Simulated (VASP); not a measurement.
# BaTiO3 (P1) in VASP: single point with PBE

Aim: the single point of BaTiO3 with PBE.

Program: VASP 6.6.1. These are calculated values, not measurements. Logs are shortened: lines on timing, memory, paths and dates and some standing lists are left out, and cuts for length are marked.

**1. The cell of the first run**

The typed cell holds 5 atoms: a = 4.007 Å, b = 4.007 Å, c = 4.007 Å, α = 90.00°, β = 90.00°, γ = 90.00°.

**2. Single point, PBE**

INCAR reads:

```
  ALGO = Normal
  EDIFF = 1E-6
  ENCUT = 1340
  GGA = PE
  GGA_COMPAT = F
  ISIF = 2
  ISMEAR = -1
  LASPH = T
  LCHARG = F
  LREAL = F
  LWAVE = F
  NBANDS = 28
  NELM = 120
  PREC = Accurate
  SIGMA = 0.05
```

KPOINTS reads:

```
k-points
0
Gamma
  3 3 3
```

POSCAR reads:

```
BaTiO3
1.0
    4.0073000000      0.0000000000      0.0000000000
    0.0000000000      4.0073000000      0.0000000000
    0.0000000000      0.0000000000      4.0073000000
Ba Ti O
1 1 3
Direct
    0.5090294500      0.4552911200      0.5066787400
    0.9437351000      0.0699797700      0.9543125000
    0.5205349200      0.0068319800      0.0554319400
    0.0126470200      0.4919678200      0.0527235900
    0.0140535100      0.9759293100      0.4308532400
```

Potentials or basis: VASP PAW PBE potentials, release 64 (Ba_sv, Ti_sv, O_h).

Launch:

```console
$ cat potpaw_PBE.64/Ba_sv/POTCAR potpaw_PBE.64/Ti_sv/POTCAR potpaw_PBE.64/O_h/POTCAR > POTCAR
$ mpirun -np 1 vasp_std > vasp.out
```

OUTCAR:

```text
EDIFF = 1E-6
   ENCUT = 1340
   GGA = PE
   ISIF = 2
   ISMEAR = -1
   LASPH = T
   LREAL = F
   NELM = 120
   PREC = Accurate

 ion  position               nearest neighbor table
   1  0.509  0.455  0.507-   3 2.55   4 2.70   4 2.72   5 2.78   5 2.81   3 2.84   3 2.86   5 2.89
                             5 2.92   2 2.94   4 2.96   4 2.98   3 3.12   2 3.21   2 3.28   2 3.51
   2  0.944  0.070  0.954-   4 1.76   3 1.76   5 1.97   5 2.15   1 2.94   1 3.21   1 3.28   1 3.51
                             1 3.52   1 3.74   1 3.80
   3  0.521  0.007  0.055-   2 1.76   1 2.55   1 2.84   1 2.86   1 3.12
   4  0.013  0.492  0.053-   2 1.76   1 2.70   1 2.72   1 2.96   1 2.98
   5  0.014  0.976  0.431-   2 1.97   2 2.15   1 2.78   1 2.81   1 2.89   1 2.92

  LATTYP: Found a simple cubic cell.
 ALAT       =     4.0073000000

  Lattice vectors:

 A1 = (   4.0073000000,   0.0000000000,   0.0000000000)
 A2 = (   0.0000000000,   4.0073000000,   0.0000000000)
 A3 = (   0.0000000000,   0.0000000000,   4.0073000000)

Analysis of symmetry for initial positions (statically):
=====================================================================
 Subroutine PRICEL returns:
 Original cell was already a primitive cell.

 Routine SETGRP: Setting up the symmetry group for a
 simple cubic supercell.

 Subroutine GETGRP returns: Found  1 space group operations
 (whereof  1 operations were pure point group operations)
 out of a pool of 48 trial point group operations.

The static configuration has the point symmetry C_1 .

Analysis of symmetry for dynamics (positions and initial velocities):
=====================================================================
 Subroutine PRICEL returns:
 Original cell was already a primitive cell.

 Routine SETGRP: Setting up the symmetry group for a
 simple cubic supercell.

 Subroutine GETGRP returns: Found  1 space group operations
 (whereof  1 operations were pure point group operations)
 out of a pool of 48 trial point group operations.

The dynamic configuration has the point symmetry C_1 .

 Subroutine INISYM returns: Found  1 space group operations
 (whereof  1 operations are pure point group operations),
 and found     1 'primitive' translations

----------------------------------------------------------------------------------------

                                     Primitive cell

  volume of cell :      64.3510

  direct lattice vectors                    reciprocal lattice vectors
     4.007300000  0.000000000  0.000000000     0.249544581  0.000000000  0.000000000
     0.000000000  4.007300000  0.000000000     0.000000000  0.249544581  0.000000000
     0.000000000  0.000000000  4.007300000     0.000000000  0.000000000  0.249544581

  length of vectors
     4.007300000  4.007300000  4.007300000     0.249544581  0.249544581  0.249544581

  position of ions in fractional coordinates (direct lattice)
     0.509029450  0.455291120  0.506678740
     0.943735100  0.069979770  0.954312500
     0.520534920  0.006831980  0.055431940
     0.012647020  0.491967820  0.052723590
     0.014053510  0.975929310  0.430853240

  ion indices of the primitive-cell ions
   primitive index   ion index
                 1           1
                 2           2
                 3           3
                 4           4
                 5           5

----------------------------------------------------------------------------------------

 KPOINTS: k-points

Automatic generation of k-mesh.
 Grid dimensions read from file:
 generate k-points for:    3    3    3

 Generating k-lattice:

  Cartesian coordinates                     Fractional coordinates (reciprocal lattice)
     0.083181527  0.000000000  0.000000000     0.333333333  0.000000000  0.000000000
     0.000000000  0.083181527  0.000000000     0.000000000  0.333333333  0.000000000
     0.000000000  0.000000000  0.083181527     0.000000000  0.000000000  0.333333333

  Length of vectors
     0.083181527  0.083181527  0.083181527

  Shift w.r.t. Gamma in fractional coordinates (k-lattice)
     0.000000000  0.000000000  0.000000000

 Subroutine IBZKPT returns following result:
 ===========================================

 Found     14 irreducible k-points:

 Following reciprocal coordinates:
            Coordinates               Weight
  0.000000  0.000000  0.000000      1.000000
  0.333333  0.000000  0.000000      2.000000
  0.000000  0.333333  0.000000      2.000000
  0.000000  0.000000  0.333333      2.000000
  0.333333  0.333333  0.000000      2.000000
  0.000000  0.333333  0.333333      2.000000
  0.333333  0.000000  0.333333      2.000000
 -0.333333  0.333333  0.000000      2.000000
 -0.333333  0.000000  0.333333      2.000000
  0.000000 -0.333333  0.333333      2.000000
  0.333333  0.333333  0.333333      2.000000
 -0.333333  0.333333  0.333333      2.000000
 -0.333333 -0.333333  0.333333      2.000000
  0.333333 -0.333333  0.333333      2.000000
   k-points           NKPTS =     14   k-points in BZ     NKDIM =     14   number of bands    NBANDS=     28
   number of dos      NEDOS =    301   number of ions     NIONS =      5
   total plane-waves  NPLWV = 110592
   dimension x,y,z NGX =    48 NGY =   48 NGZ =   48
   dimension x,y,z NGXF=    96 NGYF=   96 NGZF=   96
   ions per type =               1   1   3
   NGX,Y,Z   is equivalent  to a cutoff of  19.91, 19.91, 19.91 a.u.
   NGXF,Y,Z  is equivalent  to a cutoff of  39.83, 39.83, 39.83 a.u.
 SYSTEM =  unknown system
   PREC   = accura    normal or accurate (medium, high low for compatibility)
   ISTART =      0    job   : 0-new  1-cont  2-samecut
   ICHARG =      2    charge: 1-file 2-atom 10-const
   ISPIN  =      1    spin polarized calculation?
   LNONCOLLINEAR =      F non collinear calculations
   LSORBIT =      F    spin-orbit coupling
   LASPH  =      T    aspherical Exc in radial PAW
   ENCUT  = 1340.0 eV  98.49 Ry    9.92 a.u.  11.96 11.96 11.96*2*pi/ulx,y,z
   NELM   =    120;   NELMIN=  2; NELMDL= -5     # of ELM steps
   EDIFF  = 0.1E-05   stopping-criterion for ELM
   LREAL  =      F    real-space projection
   EDIFFG = 0.1E-04   stopping-criterion for IOM
   NSW    =      0    number of steps for IOM
   IBRION =     -1    ionic relax: 0-MD 1-quasi-New 2-CG
   NFREE  =      0    steps in history (QN), initial steepest desc. (CG)
   ISIF   =      2    stress and relaxation
   ISYM   =      2    0-nonsym 1-usesym 2-fastsym
   POTIM  = 0.5000    time-step for ionic-motion
   TEBEG  =    0.0;   TEEND  =   0.0 temperature during run
   PSTRESS=    0.0 pullay stress
   NELECT =      40.0000    total number of electrons
   NUPDOWN=      -1.0000    fix difference up-down
   EMIN   =  10.00;   EMAX   =-10.00  energy-range for DOS
   EFERMI =   0.00;   METHOD = LEGACY
   ISMEAR =    -1;   SIGMA  =   0.05  broadening in eV -4-tet -1-fermi 0-gaus
   EFERMI_NEDOS =   21; number of points for ismear=-14 and -15
   IALGO  =     38    algorithm
   IMIX   =      4    mixing-type and parameters
     AMIX     =   0.40;   BMIX     =  1.00
     AMIX_MAG =   1.60;   BMIX_MAG =  1.00
  volume/ion in A,a.u.               =      12.87        86.85
  Fermi-wavevector in a.u.,A,eV,Ry     =   1.397150  2.640230 26.558947  1.952028
  Thomas-Fermi vector in A             =   2.520434
   LORBIT       =      0    0 simple, 1 ext, 2 COOP (PROOUT), +10 PAW based schemes
   GGA     = PE    functional components
   LHFCALC =     F    Hartree Fock is set to
   AEXX    =    0.0000 exact exchange contribution
   IVDW    =     0    specifies the selected vdW correction
   LEPSILON=     F    determine dielectric tensor
   LRPA    =     F    only Hartree local field effects (RPA)
 non-spin polarized calculation
  energy-cutoff  :     1340.00
  volume of cell :       64.35
 maximum number of plane-waves:      7183
   NGX = 23   NGY = 23   NGZ = 23

 number of electron      40.0000000 magnetization

 Free energy of the ion-electron system (eV)
  ---------------------------------------------------
  ext. energy  EPLUGINS =         0.00000000
  ---------------------------------------------------
  free energy    TOTEN  =       -38.02423133 eV

  energy without entropy =      -38.02423133  energy(sigma->0) =      -38.02423133

 E-fermi :   5.3918     XC(G=0): -11.1982

 val. band max:        4.2185686248   @ k =  -0.3333   0.3333   0.3333
 cond. band min:       7.2499706137   @ k =  -0.3333   0.3333   0.3333
 fundamental gap:      3.0314019889
 Fermi energy:         5.3918046763

 k-point     1 :       0.0000    0.0000    0.0000
  band No.  band energies     occupation
      1     -51.8186      2.00000
      2     -28.2221      2.00000
      3     -28.2009      2.00000
      4     -28.0607      2.00000
      5     -20.8989      2.00000
      6     -12.7225      2.00000
[... 20 lines left out ...]
     27       9.7765      0.00000
     28      10.9314      0.00000

 k-point     2 :       0.3333    0.0000    0.0000
  band No.  band energies     occupation
      1     -51.8178      2.00000
      2     -28.2579      2.00000
      3     -28.1994      2.00000
      4     -28.0587      2.00000
      5     -20.8123      2.00000
      6     -12.7771      2.00000
[... 20 lines left out ...]
     27      10.8503      0.00000
     28      12.4453      0.00000

 k-point     3 :       0.0000    0.3333    0.0000
  band No.  band energies     occupation
      1     -51.8178      2.00000
      2     -28.2379      2.00000
      3     -28.2180      2.00000
      4     -28.0588      2.00000
      5     -20.8164      2.00000
      6     -12.7872      2.00000
[... 20 lines left out ...]
     27      10.9728      0.00000
     28      12.4349      0.00000

 k-point     4 :       0.0000    0.0000    0.3333
  band No.  band energies     occupation
      1     -51.8178      2.00000
      2     -28.2204      2.00000
      3     -28.1983      2.00000
      4     -28.0974      2.00000
      5     -20.8103      2.00000
      6     -12.9338      2.00000
[... 268 lines left out ...]
     27      12.2351      0.00000
     28      12.3839      0.00000

 k-point    13 :      -0.3333   -0.3333    0.3333
  band No.  band energies     occupation
      1     -51.8163      2.00000
      2     -28.2538      2.00000
      3     -28.2290      2.00000
      4     -28.0912      2.00000
      5     -20.6966      2.00000
      6     -12.3490      2.00000
[... 20 lines left out ...]
     27      12.1514      0.00000
     28      12.4479      0.00000

 k-point    14 :       0.3333   -0.3333    0.3333
  band No.  band energies     occupation
      1     -51.8163      2.00000
      2     -28.2533      2.00000
      3     -28.2292      2.00000
      4     -28.0913      2.00000
      5     -20.6975      2.00000
      6     -12.3840      2.00000
[... 20 lines left out ...]
     27      12.3833      0.00000
     28      12.5080      0.00000

------------------------ aborting loop because EDIFF is reached ----------------------------------------

  FORCE on cell =-STRESS in cart. coord.  units (eV):
  Direction    XX          YY          ZZ          XY          YZ          ZX
  --------------------------------------------------------------------------------------
  -------------------------------------------------------------------------------------
  Total        7.5820569      6.7922534      2.1762679     -0.8148851     -0.4881602      0.7517127
  in kB      188.7739445    169.1098455     54.1835388    -20.2885672    -12.1539478     18.7157353
  external PRESSURE =     137.3557763 kB  Pullay stress =       0.0000000 kB

 VOLUME and BASIS-vectors are now :
 -----------------------------------------------------------------------------
  energy-cutoff  :     1340.00
  volume of cell :       64.35
      direct lattice vectors                 reciprocal lattice vectors
     4.007300000  0.000000000  0.000000000     0.249544581  0.000000000  0.000000000
     0.000000000  4.007300000  0.000000000     0.000000000  0.249544581  0.000000000
     0.000000000  0.000000000  4.007300000     0.000000000  0.000000000  0.249544581

 POSITION                                       TOTAL-FORCE (eV/Angst)
 -----------------------------------------------------------------------------------
      2.03983      1.82449      2.03041        -1.007239      2.097101     -0.666781
      3.78183      0.28043      3.82422         2.594445     -3.323115      1.369424
      2.08594      0.02738      0.22213        -1.124110     -0.141157     -2.272092
      0.05068      1.97146      0.21128        -0.222497      0.696382     -2.178025
      0.05632      3.91084      1.72656        -0.240600      0.670788      3.747473
 -----------------------------------------------------------------------------------
    total drift:                                0.000128     -0.000222      0.000001

  FREE ENERGIE OF THE ION-ELECTRON SYSTEM (eV)
  ---------------------------------------------------
  free  energy   TOTEN  =       -38.0242313333 eV

  energy  without entropy=      -38.0242313333  energy(sigma->0) =      -38.02423133
```

It took 2.3 min on 1 thread of Intel Xeon Platinum 8259CL at 2.50GHz (Skylake/Cascade Lake), shared host; peak memory 0.38 GiB.

Results:

```
Free energy            : -38.0242 eV
Pressure               : 13.7 GPa
Largest force          : 4.433 eV/Å
Band gap on the k mesh : 3.03 eV
```

Forces in eV/Å, atoms in the order of the input:
```
Ba  -1.007  2.097 -0.667
Ti   2.594 -3.323  1.369
O   -1.124 -0.141 -2.272
O   -0.222  0.696 -2.178
O   -0.241  0.671  3.747
```

Caveat: the k points lie up to 0.52 Å⁻¹ apart; spin-orbit coupling is left out, which moves the levels of the heavy elements; forces of over 1 eV/Å act on the atoms, so gaps and moduli don't describe the material at rest. A k mesh can miss the band edges.
